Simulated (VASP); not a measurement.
# SiGe3 (P4/mmm) in VASP: notebook, part 2 of 2

VASP 6.6.1. The steps go on from the part before.

### 4 Relaxation of cell and atoms, PBE

The input, INCAR:

```
SYSTEM = SiGe3
ALGO = Normal ; EDIFF = 1E-6
EDIFFG = -0.04 ; ENCUT = 600
GGA = PE ; IBRION = 2
ISIF = 3 ; ISMEAR = 0
LASPH = .TRUE. ; LCHARG = .FALSE.
LREAL = .FALSE. ; LWAVE = .FALSE.
NELM = 100 ; NSW = 90
PREC = Accurate ; SIGMA = 0.1
```

The input, KPOINTS:

```
k-points
0
G
  6 6 2
  0 0 0
```

The input, POSCAR:

```
SiGe3
1.0
    2.9559021900      0.0000000000      0.0000000000
    0.0000000000      2.9559021900      0.0000000000
    0.0000000000      0.0000000000      8.3605539500
Si Ge
1 3
Direct
    0.5000000000      0.5000000000      0.0000000000
    0.0000000000      0.0000000000      0.7500000000
    0.5000000000      0.5000000000      0.5000000000
    0.0000000000      0.0000000000      0.2500000000
```

On the command line:

```
cat potpaw_PBE.64/Si/POTCAR potpaw_PBE.64/Ge_d/POTCAR > POTCAR
mpirun -np 1 vasp_std > vasp.out
```

Run time: 5.9 min. Hardware: 1 thread of Intel Xeon Platinum 8488C (Sapphire Rapids), shared host; peak memory 0.21 GiB.

It converged, with:

```
Free energy                           : -17.1559 eV
Relaxed volume                        : 18.59 Å³/atom
Relaxed cell                          : a = 2.937 Å, b = 2.937 Å, c = 8.621 Å, α = 90.00°, β = 90.00°, γ = 90.00°
Space group after relaxing (to 0.1 Å) : P4/mmm (No. 123)
Energy gained by relaxing             : 39.6 meV/atom
Ionic steps                           : 11
Pressure after relaxing               : 0.2 GPa
Largest force after relaxing          : 0.006 eV/Å
```

Forces on the atoms (eV/Å):
```
Si   0.000  0.000  0.000
Ge   0.000  0.000  0.006
Ge   0.000  0.000  0.000
Ge   0.000  0.000 -0.006
```

Stress tensor (GPa, compression positive):
```
0.23 0.00 0.00
0.00 0.23 0.00
0.00 0.00 0.08
```

Step by step:
| step | energy change (eV) | largest force (eV/Å) | pressure (GPa) | volume (Å³) |
| --- | --- | --- | --- | --- |
| 1 | 0.0000 | 0.5278 | 1.28 | 73.05 |
| 2 | -0.0341 | 0.4617 | -0.17 | 74.61 |
| 3 | -0.0486 | 0.3243 | -2.19 | 76.96 |
| 4 | -0.0707 | 0.2862 | -2.26 | 76.55 |
| 5 | -0.1268 | 0.1596 | -1.41 | 75.31 |
| 6 | -0.1207 | 0.2273 | 1.57 | 72.82 |
| 7 | -0.1484 | 0.0796 | -0.24 | 74.22 |
| 8 | -0.1485 | 0.0619 | -0.13 | 74.13 |
| 9 | -0.1531 | 0.0493 | 0.11 | 73.90 |
| 10 | -0.1558 | 0.0032 | 0.71 | 73.56 |
| 11 | -0.1583 | 0.0059 | 0.18 | 74.35 |

Final structure:
```cif
data_structure
_symmetry_space_group_name_H-M 'P 1'
_symmetry_Int_Tables_number 1
_cell_length_a 2.9367
_cell_length_b 2.9367
_cell_length_c 8.6206
_cell_angle_alpha 90.000
_cell_angle_beta 90.000
_cell_angle_gamma 90.000
_cell_volume 74.35
loop_
_atom_site_label
_atom_site_type_symbol
_atom_site_fract_x
_atom_site_fract_y
_atom_site_fract_z
_atom_site_occupancy
Si1 Si 0.50000 0.50000 0.00000 1
Ge1 Ge 0.00000 0.00000 0.77893 1
Ge2 Ge 0.50000 0.50000 0.50000 1
Ge3 Ge 0.00000 0.00000 0.22107 1
```

Levels at points of the mesh, in eV from the Fermi level:
| k point | band 19 | band 20 | band 21 | band 22 | band 23 | band 24 | band 25 | band 26 | band 27 |
| --- | --- | --- | --- | --- | --- | --- | --- | --- | --- |
| (0.00, 0.00, 0.00) | -5.74 | -4.53 | 2.54 | 2.54 | 3.24 | 4.07 | 4.78 | 4.78 | 5.10 |
| (0.50, 0.00, 0.00) | -7.68 | -5.75 | -5.51 | -1.19 | -0.70 | -0.23 | -0.20 | 6.06 | 6.47 |
| (0.50, 0.50, 0.00) | -4.59 | -4.59 | -4.30 | -2.37 | -2.37 | -2.06 | -2.06 | -0.45 | -0.38 |
| (0.00, 0.00, 0.50) | -7.95 | -1.30 | -0.50 | 2.65 | 2.65 | 3.96 | 3.96 | 5.41 | 6.03 |
| (0.50, 0.00, 0.50) | -8.30 | -4.71 | -4.08 | -3.83 | -3.02 | 2.57 | 3.20 | 3.86 | 4.52 |
| (0.50, 0.50, 0.50) | -4.46 | -4.44 | -4.44 | -3.29 | -3.29 | -0.51 | -0.51 | 0.24 | 0.27 |

Caveat: the k points lie up to 0.36 Å⁻¹ apart in the final cell; the highest band is partly filled, so the run has too few bands.

### 5 Single point, PBE

This run uses another cell than the first one, of 18.43 Å³/atom.

The input, INCAR:

```
SYSTEM = SiGe3
ALGO = Normal ; EDIFF = 1E-7
ENCUT = 520 ; GGA = PE
ISIF = 2 ; ISMEAR = 0
LASPH = .True. ; LCHARG = .True.
LELF = .True. ; LREAL = .False.
LVHAR = .True. ; LWAVE = .False.
NBANDS = 31 ; NELM = 60
PREC = Accurate ; SIGMA = 0.1
```

The input, KPOINTS:

```
k-points
0
Gamma
  16 16 6
  0 0 0
```

The input, POSCAR:

```
SiGe3
1.0
    2.9253201186      0.0000000000      0.0000000000
    0.0000000000      2.9253201186      0.0000000000
    0.0000000000      0.0000000000      8.6169791735
Si Ge
1 3
Direct
    0.5000000000      0.5000000000      0.0000000000
    0.0000000000      0.0000000000      0.7666489801
    0.5000000000      0.5000000000      0.5000000000
    0.0000000000      0.0000000000      0.2333510199
```

On the command line:

```
cat potpaw_PBE.64/Si/POTCAR potpaw_PBE.64/Ge_d/POTCAR > POTCAR
mpirun -np 1 vasp_std > vasp.out
```

Wall time 5.3 min (1 thread of Intel Xeon Platinum 8488C (Sapphire Rapids), shared host); peak memory 0.42 GiB.

Results (log left out):

* Free energy: -17.2965 eV
* Pressure: -0.1 GPa
* Band gap on the k mesh: zero (bands 23 and 24 overlap by 5.52 eV)

Forces in eV/Å, atoms in the order of the input:
```
Si   0.000  0.000  0.000
Ge   0.000  0.000  0.002
Ge   0.000  0.000  0.000
Ge   0.000  0.000 -0.002
```

Levels at points of the mesh, in eV from the Fermi level:
```
           k point  band 21  band 22  band 23  band 24  band 25  band 26
(0.00, 0.00, 0.00)     2.87     2.87     3.40     3.87     4.94     4.94
(0.50, 0.00, 0.00)    -5.61    -1.12    -0.86    -0.33    -0.22     6.36
(0.50, 0.50, 0.00)    -4.10    -2.32    -2.32    -2.11    -2.11    -0.42
(0.00, 0.00, 0.50)    -0.67     3.06     3.06     3.91     3.91     5.73
(0.50, 0.00, 0.50)    -4.08    -3.92    -3.36     2.83     3.34     3.62
(0.50, 0.50, 0.50)    -4.12    -3.44    -3.44    -0.24    -0.24     0.39
```

### 6 Overview

| task | cell | k mesh | cutoff (eV) | gap on the mesh (eV) | pressure (GPa) | largest force (eV/Å) |
| --- | --- | --- | --- | --- | --- | --- |
| single point | a = 2.956, b = 2.956, c = 8.361 Å, 4 atoms, atomic positions A | 6 × 6 × 2 | 520 | none | 1.3 | 0.53 |
| single point | a = 2.954, b = 2.954, c = 8.570 Å, 4 atoms, atomic positions B | 6 × 6 × 2 | 520 | none | -0.2 | - |
| relaxation of cell and atoms | relaxed from a = 2.956, b = 2.956, c = 8.361 Å, 4 atoms, atomic positions A | 6 × 6 × 2 | 600 | - | 0.2 | 0.01 |
| single point | a = 2.925, b = 2.925, c = 8.617 Å, 4 atoms, atomic positions C | 16 × 16 × 6 | 520 | none | -0.1 | - |

Alike in all rows: level PBE; potentials or basis VASP PAW PBE potentials, release 64 (Si, Ge_d); no spin polarisation; smearing gaussian 0.1 eV.

Caveats: some runs use coarse meshes; the highest band is partly filled, so the run has too few bands (at least some runs).

Total energies depend on the potentials used, so only differences within one code and one set of settings carry meaning.
